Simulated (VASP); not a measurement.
# Nb3Sn (Pm-3n) in VASP: a series of runs, part 2 of 2

VASP 6.6.1. The steps go on from the part before.

## 3. Electric field gradients, PBE

File INCAR:

```
PREC = Accurate
ENCUT = 520
EDIFF = 1E-8
ISMEAR = -1
SIGMA = 0.05
LREAL = F
LASPH = T
NELM = 100
ALGO = Normal
ISIF = 2
LWAVE = F
LCHARG = F
GGA = PE
LEFG = T
NBANDS = 63
```

File KPOINTS:

```
Automatic mesh
0
Gamma
  6 6 6
```

File POSCAR:

```
Nb3Sn
1.0
    5.2821000000      0.0000000000      0.0000000000
    0.0000000000      5.2821000000      0.0000000000
    0.0000000000      0.0000000000      5.2821000000
Nb Sn
6 2
Direct
    0.2500000000      0.0000000000      0.5000000000
    0.5000000000      0.7500000000      0.0000000000
    0.7500000000      0.0000000000      0.5000000000
    0.5000000000      0.2500000000      0.0000000000
    0.0000000000      0.5000000000      0.7500000000
    0.0000000000      0.5000000000      0.2500000000
    0.0000000000      0.0000000000      0.0000000000
    0.5000000000      0.5000000000      0.5000000000
```

Potentials or basis: VASP PAW PBE potentials, release 64 (Nb_sv, Sn_d).

On the command line:

```bash
$ cat potpaw_PBE.64/Nb_sv/POTCAR potpaw_PBE.64/Sn_d/POTCAR > POTCAR
$ mpirun -np 1 vasp_std > vasp.out
```

OUTCAR:

```text
PREC = Accurate
   ENCUT = 520
   EDIFF = 1E-8
   ISMEAR = -1
   LREAL = F
   LASPH = T
   NELM = 100
   ISIF = 2
   GGA = PE

 ion  position               nearest neighbor table
   1  0.250  0.000  0.500-   3 2.64   3 2.64   8 2.95   7 2.95   8 2.95   7 2.95
   2  0.500  0.750  0.000-   4 2.64   4 2.64   8 2.95   8 2.95   7 2.95   7 2.95
   3  0.750  0.000  0.500-   1 2.64   1 2.64   8 2.95   7 2.95   8 2.95   7 2.95
   4  0.500  0.250  0.000-   2 2.64   2 2.64   8 2.95   8 2.95   7 2.95   7 2.95
   5  0.000  0.500  0.750-   6 2.64   6 2.64   8 2.95   7 2.95   7 2.95   8 2.95
   6  0.000  0.500  0.250-   5 2.64   5 2.64   8 2.95   7 2.95   7 2.95   8 2.95
   7  0.000  0.000  0.000-   1 2.95   2 2.95   3 2.95   4 2.95   5 2.95   6 2.95   1 2.95   3 2.95
                             5 2.95   6 2.95   2 2.95   4 2.95
   8  0.500  0.500  0.500-   1 2.95   2 2.95   3 2.95   4 2.95   5 2.95   6 2.95   2 2.95   4 2.95
                             1 2.95   3 2.95   5 2.95   6 2.95

  LATTYP: Found a simple cubic cell.
 ALAT       =     5.2821000000

  Lattice vectors:

 A1 = (   5.2821000000,   0.0000000000,   0.0000000000)
 A2 = (   0.0000000000,   5.2821000000,   0.0000000000)
 A3 = (   0.0000000000,   0.0000000000,   5.2821000000)

Analysis of symmetry for initial positions (statically):
=====================================================================
 Subroutine PRICEL returns:
 Original cell was already a primitive cell.

 Routine SETGRP: Setting up the symmetry group for a
 simple cubic supercell.

 Subroutine GETGRP returns: Found 48 space group operations
 (whereof 24 operations were pure point group operations)
 out of a pool of 48 trial point group operations.

The static configuration has the point symmetry T_h .
 The point group associated with its full space group is O_h .

Analysis of symmetry for dynamics (positions and initial velocities):
[... 1511 lines left out ...]
     0.000000000  0.000000000  5.282100000     0.000000000  0.000000000  0.189318642

 POSITION                                       TOTAL-FORCE (eV/Angst)
 -----------------------------------------------------------------------------------
      1.32052      0.00000      2.64105         0.000000      0.000000      0.000000
      2.64105      3.96157      0.00000         0.000000     -0.000000      0.000000
      3.96157      0.00000      2.64105        -0.000000      0.000000     -0.000000
      2.64105      1.32052      0.00000         0.000000      0.000000     -0.000000
      0.00000      2.64105      3.96157         0.000000     -0.000000     -0.000000
      0.00000      2.64105      1.32052        -0.000000     -0.000000      0.000000
      0.00000      0.00000      0.00000        -0.000000     -0.000000      0.000000
      2.64105      2.64105      2.64105        -0.000000     -0.000000      0.000000
 -----------------------------------------------------------------------------------
    total drift:                                0.000000     -0.000000      0.000000

  FREE ENERGIE OF THE ION-ELECTRON SYSTEM (eV)
  ---------------------------------------------------
  free  energy   TOTEN  =       -70.3909169100 eV

  energy  without entropy=      -70.2865150954  energy(sigma->0) =      -70.33871600

 Electric field gradients (V/A^2)
---------------------------------------------------------------------
 ion       V_xx      V_yy      V_zz      V_xy      V_xz      V_yz
---------------------------------------------------------------------
   1      61.848   -30.924   -30.924     0.000     0.000     0.000
   2     -30.924    61.848   -30.924     0.000     0.000     0.000
   3      61.848   -30.924   -30.924     0.000     0.000    -0.000
   4     -30.924    61.848   -30.924     0.000     0.000    -0.000
   5     -30.924   -30.924    61.848     0.000    -0.000     0.000
   6     -30.924   -30.924    61.848    -0.000    -0.000     0.000
   7       0.000    -0.000    -0.000     0.000    -0.000     0.000
   8       0.000     0.000    -0.000    -0.000    -0.000    -0.000
---------------------------------------------------------------------

 Electric field gradients after diagonalization (V/A^2)
 (convention: |V_zz| > |V_xx| > |V_yy|)
----------------------------------------------------------------------
 ion       V_xx      V_yy      V_zz     asymmetry (V_yy - V_xx)/ V_zz
----------------------------------------------------------------------
   1     -30.924   -30.924    61.848       0.000
   2     -30.924   -30.924    61.848       0.000
   3     -30.924   -30.924    61.848       0.000
   4     -30.924   -30.924    61.848       0.000
   5     -30.924   -30.924    61.848       0.000
   6     -30.924   -30.924    61.848       0.000
   7      -0.000    -0.000     0.000       0.137
   8      -0.000     0.000     0.000       0.372
----------------------------------------------------------------------

           NMR quadrupolar parameters

 Cq : quadrupolar parameter    Cq=e*Q*V_zz/h
 eta: asymmetry parameters     (V_yy - V_xx)/ V_zz
 Q  : nuclear electric quadrupole moment in mb (millibarn)
----------------------------------------------------------------------
 ion       Cq(MHz)       eta       Q (mb)
----------------------------------------------------------------------
   1       0.150       0.000       1.000
   2       0.150       0.000       1.000
   3       0.150       0.000       1.000
   4       0.150       0.000       1.000
   5       0.150       0.000       1.000
   6       0.150       0.000       1.000
   7       0.000       0.137       1.000
   8       0.000       0.372       1.000
----------------------------------------------------------------------
```

stdout:

```text
POSCAR found type information on POSCAR NbSn
 POSCAR found :  2 types and       8 ions
 scaLAPACK will be used
 LDA part: xc-table for (Slater+PW92), standard interpolation
 POSCAR, INCAR and KPOINTS ok, starting setup
 FFT: planning ... GRIDC
 FFT: planning ... GRID_SOFT
 FFT: planning ... GRID
 WAVECAR not read
 entering main loop
ion   1

ion   2

ion   3

ion   4

ion   5

ion   6

ion   7

ion   8
```

Wall time 5.2 min (1 thread of AMD EPYC 7R43 (Zen 3), shared host); peak memory 0.27 GiB.

What came out:

| Property | Result |
| --- | --- |
| Free energy | -70.3909 eV |
| Pressure | 3.3 GPa |
| Band gap on the k mesh | zero (bands 53 and 54 overlap by 0.57 eV) |
| Largest electric field gradient by atom | Nb +61.8; Sn -0.0 V/Å² |

Electric field gradients, principal values (V/Å²):
| atom | least | middle | greatest (by size) |
| --- | --- | --- | --- |
| 1 Nb | -30.924 | -30.924 | 61.848 |
| 2 Nb | -30.924 | -30.924 | 61.848 |
| 3 Nb | -30.924 | -30.924 | 61.848 |
| 4 Nb | -30.924 | -30.924 | 61.848 |
| 5 Nb | -30.924 | -30.924 | 61.848 |
| 6 Nb | -30.924 | -30.924 | 61.848 |
| 7 Sn | 0.000 | 0.000 | 0.000 |
| 8 Sn | 0.000 | 0.000 | 0.000 |

Caveat: the cell stands under pressure; without QUAD_EFG the Cq values of the log hold for a quadrupole moment of 1 mb, not for the nuclei; spin-orbit coupling is left out, which moves the levels of the heavy elements.
